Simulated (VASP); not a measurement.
# BiTe5 (F-43m) in VASP: a series of runs, part 2 of 2

VASP 6.6.1. Earlier steps stand in the parts before.

## 4. Relaxation of cell and atoms, PBE

This run uses another cell than the first one, of 34.09 Å³/atom, 1.121 times its volume.

INCAR reads:

```
SYSTEM = BiTe5
ALGO     = Normal         ! electronic algorithm
EDIFF    = 1E-6           ! SCF threshold, eV
EDIFFG   = -0.01          ! ionic threshold
ENCUT    = 600            ! plane-wave cutoff, eV
GGA      = PE             ! functional
IBRION   = 2              ! ionic algorithm
ISIF     = 3              ! what is computed and relaxed
ISMEAR   = 0              ! smearing method
LASPH    = .TRUE.         ! aspherical terms in the spheres
LCHARG   = .FALSE.        ! write CHGCAR
LREAL    = .FALSE.        ! projectors in reciprocal space
LWAVE    = .FALSE.        ! write WAVECAR
NELM     = 80             ! most SCF steps
NSW      = 100            ! ionic steps
PREC     = Accurate       ! precision mode
SIGMA    = 0.1            ! smearing width, eV
```

KPOINTS reads:

```
k-points
0
G
  8 8 8
  0 0 0
```

POSCAR reads:

```
BiTe5
1.0
    0.0000000000      4.6766392100      4.6766392100
    4.6766392100      0.0000000000      4.6766392100
    4.6766392100      4.6766392100      0.0000000000
Bi Te
1 5
Direct
    0.0000000000      0.0000000000      0.0000000000
    0.2500000000      0.2500000000      0.2500000000
    0.1250000000      0.6250000000      0.6250000000
    0.6250000000      0.6250000000      0.6250000000
    0.6250000000      0.1250000000      0.6250000000
    0.6250000000      0.6250000000      0.1250000000
```

Potentials or basis: VASP PAW PBE potentials, release 64 (Bi_d, Te).

Run with:

```bash
cat potpaw_PBE.64/Bi_d/POTCAR potpaw_PBE.64/Te/POTCAR > POTCAR
mpirun -np 1 vasp_std > vasp.out
```

OUTCAR:

```text
SYSTEM = BiTe5
   EDIFF = 1E-6
   EDIFFG = -0.01
   ENCUT = 600
   GGA = PE
   IBRION = 2
   ISIF = 3
   ISMEAR = 0
   LASPH = .TRUE.
   LREAL = .FALSE.
   NELM = 80
   NSW = 100
   PREC = Accurate

 ion  position               nearest neighbor table
   1  0.000  0.000  0.000-
   2  0.250  0.250  0.250-
   3  0.125  0.625  0.625-   4 3.31   6 3.31   5 3.31   4 3.31   5 3.31   6 3.31
   4  0.625  0.625  0.625-   3 3.31   5 3.31   6 3.31   6 3.31   5 3.31   3 3.31
   5  0.625  0.125  0.625-   4 3.31   6 3.31   3 3.31   4 3.31   6 3.31   3 3.31
   6  0.625  0.625  0.125-   4 3.31   3 3.31   4 3.31   5 3.31   5 3.31   3 3.31

  LATTYP: Found a face centered cubic cell.
 ALAT       =     9.3532784200

  Lattice vectors:

 A1 = (   0.0000000000,   4.6766392100,   4.6766392100)
 A2 = (   4.6766392100,   0.0000000000,   4.6766392100)
 A3 = (   4.6766392100,   4.6766392100,   0.0000000000)

Analysis of symmetry for initial positions (statically):
=====================================================================
 Subroutine PRICEL returns:
 Original cell was already a primitive cell.

 Routine SETGRP: Setting up the symmetry group for a
 face centered cubic supercell.

[... 178 lines left out ...]
------------------------ aborting loop because EDIFF is reached ----------------------------------------

  FORCE on cell =-STRESS in cart. coord.  units (eV):
  Direction    XX          YY          ZZ          XY          YZ          ZX
  --------------------------------------------------------------------------------------
  -------------------------------------------------------------------------------------
  Total       -5.3639064     -5.3639064     -5.3639064      0.0000000      0.0000000      0.0000000
  in kB      -42.0107251    -42.0107251    -42.0107251      0.0000000      0.0000000      0.0000000
  external PRESSURE =     -42.0107251 kB  Pullay stress =       0.0000000 kB
[... 227 lines left out ...]
--------------------------------------- Ionic step        7  -------------------------------------------

 number of electron      44.9999998 magnetization

 Free energy of the ion-electron system (eV)
  ---------------------------------------------------
  ext. energy  EPLUGINS =         0.00000000
  ---------------------------------------------------
  free energy    TOTEN  =       -16.67783348 eV

  energy without entropy =      -16.64180405  energy(sigma->0) =      -16.65981877

 E-fermi :   7.3107     XC(G=0):  -9.8769

 val. band max:        7.2997574356   @ k =  -0.2500   0.3750   0.1250
 cond. band min:       7.3166704100   @ k =   0.5000   0.2500   0.1250
 fundamental gap:      0.0169129745
 Fermi energy:         7.3107386786

 k-point     1 :       0.0000    0.0000    0.0000
  band No.  band energies     occupation
      1     -16.0754      2.00000
      2     -16.0754      2.00000
      3     -16.0725      2.00000
      4     -16.0725      2.00000
      5     -16.0725      2.00000
      6      -6.6726      2.00000
[... 709 lines left out ...]
     26       8.3065      0.00000
     27       8.5419      0.00000

 [... further k-points ...]
[... 5 lines left out ...]
  --------------------------------------------------------------------------------------
  -------------------------------------------------------------------------------------
  Total        0.0039274      0.0039274      0.0039274     -0.0000000     -0.0000000     -0.0000000
  in kB        0.0345979      0.0345979      0.0345979     -0.0000000     -0.0000000     -0.0000000
  external PRESSURE =       0.0345979 kB  Pullay stress =       0.0000000 kB
[... 21 lines left out ...]
  FREE ENERGIE OF THE ION-ELECTRON SYSTEM (eV)
  ---------------------------------------------------
  free  energy   TOTEN  =       -16.6778334834 eV

  energy  without entropy=      -16.6418040544  energy(sigma->0) =      -16.65981877

 reached required accuracy - stopping structural energy minimisation
```

OSZICAR:

```text
N       E                     dE             d eps       ncg     rms          rms(c)
DAV:   1     0.345347449383E+03    0.34535E+03   -0.19599E+04  1566   0.159E+03
DAV:   2     0.135015964081E+02   -0.33185E+03   -0.32651E+03  1920   0.321E+02
DAV:   3    -0.152000918154E+02   -0.28702E+02   -0.27513E+02  1810   0.103E+02
[... 66 lines left out ...]
DAV:   1    -0.166805049450E+02   -0.27033E-02   -0.78437E-02  1852   0.237E+00    0.330E-01
DAV:   2    -0.166783507113E+02    0.21542E-02   -0.39695E-03  1745   0.566E-01    0.142E-01
DAV:   3    -0.166778777849E+02    0.47293E-03   -0.10982E-03  1971   0.280E-01    0.343E-02
DAV:   4    -0.166778344070E+02    0.43378E-04   -0.18059E-04  2320   0.105E-01    0.454E-02
DAV:   5    -0.166778334834E+02    0.92363E-06   -0.71341E-06  1619   0.124E-02
   7 F= -.16677833E+02 E0= -.16659819E+02  d E =-.316320E-04
```

CONTCAR:

```text
BiTe5
   1.00000000000000
    -0.0000000000000000    4.4968807812160509    4.4968807812160509
     4.4968807812160509    0.0000000000000000    4.4968807812160509
     4.4968807812160509    4.4968807812160509    0.0000000000000000
  Bi              Te
     1     5
Direct
     0.0000000000000000    0.0000000000000000    0.0000000000000000
     0.2500000000000000    0.2500000000000000    0.2500000000000000
     0.1262596049082326    0.6245801316972559    0.6245801316972559
     0.6245801316972559    0.6245801316972559    0.6245801316972559
     0.6245801316972559    0.1262596049082326    0.6245801316972559
     0.6245801316972559    0.6245801316972559    0.1262596049082326

  0.00000000E+00  0.00000000E+00  0.00000000E+00
  0.00000000E+00  0.00000000E+00  0.00000000E+00
  0.00000000E+00  0.00000000E+00  0.00000000E+00
  0.00000000E+00  0.00000000E+00  0.00000000E+00
  0.00000000E+00  0.00000000E+00  0.00000000E+00
  0.00000000E+00  0.00000000E+00  0.00000000E+00
```

Wall time 11 min (1 thread of Intel Xeon Platinum 8488C (Sapphire Rapids), shared host); peak memory 0.52 GiB.

What came out:

| Quantity | Value |
| --- | --- |
| Free energy | -16.6778 eV |
| Relaxed volume | 30.31 Å³/atom |
| Relaxed cell | a = 6.360 Å, b = 6.360 Å, c = 6.360 Å, α = 60.00°, β = 60.00°, γ = 60.00° |
| Space group after relaxing (to 0.05 Å) | F-43m (No. 216) |
| Energy gained by relaxing | 55.1 meV/atom |
| Ionic steps | 7 |
| Pressure after relaxing | 0.0 GPa |

The path:
```
step  energy change (eV)  largest force (eV/Å)  pressure (GPa)  volume (Å³)
   1              0.0000                0.0262           -4.20       204.57
   2             -0.3230                0.0361            0.81       179.22
   3             -0.3303                0.0365            0.01       182.10
   4             -0.3301                0.0365           -0.10       182.53
   5             -0.3303                0.0254           -0.10       182.51
   6             -0.3306                0.0005           -0.08       182.48
   7             -0.3306                0.0002            0.00       181.87
```

Final structure:
```
CELL_PARAMETERS angstrom
0.00000 4.49688 4.49688
4.49688 0.00000 4.49688
4.49688 4.49688 0.00000
ATOMIC_POSITIONS crystal
Bi 0.00000 0.00000 0.00000
Te 0.25000 0.25000 0.25000
Te 0.12626 0.62458 0.62458
Te 0.62458 0.62458 0.62458
Te 0.62458 0.12626 0.62458
Te 0.62458 0.62458 0.12626
```

Caveat: spin-orbit coupling is left out, which moves the levels of the heavy elements.

## 5. The runs side by side

| task | cell | cutoff (eV) | gap on the mesh (eV) | pressure (GPa) | relaxed volume (Å³/atom) |
| --- | --- | --- | --- | --- | --- |
| single point | a = 6.366 Å, angles 60.0°, 6 atoms | 520 | none | -0.1 | - |
| relaxation of cell and atoms | relaxed from a = 6.366 Å, angles 60.0°, 6 atoms | 600 | none | 0.0 | 30.34 |
| relaxation of cell and atoms | relaxed from a = 6.614 Å, angles 60.0°, 6 atoms | 600 | none | 0.0 | 30.31 |

Alike in all rows: level PBE; potentials or basis VASP PAW PBE potentials, release 64 (Bi_d, Te); no spin polarisation; k mesh 8 × 8 × 8; smearing gaussian 0.1 eV.

Caveats: spin-orbit coupling is left out, which moves the levels of the heavy elements.

Absolute energies hang on the potentials; compare differences alone.
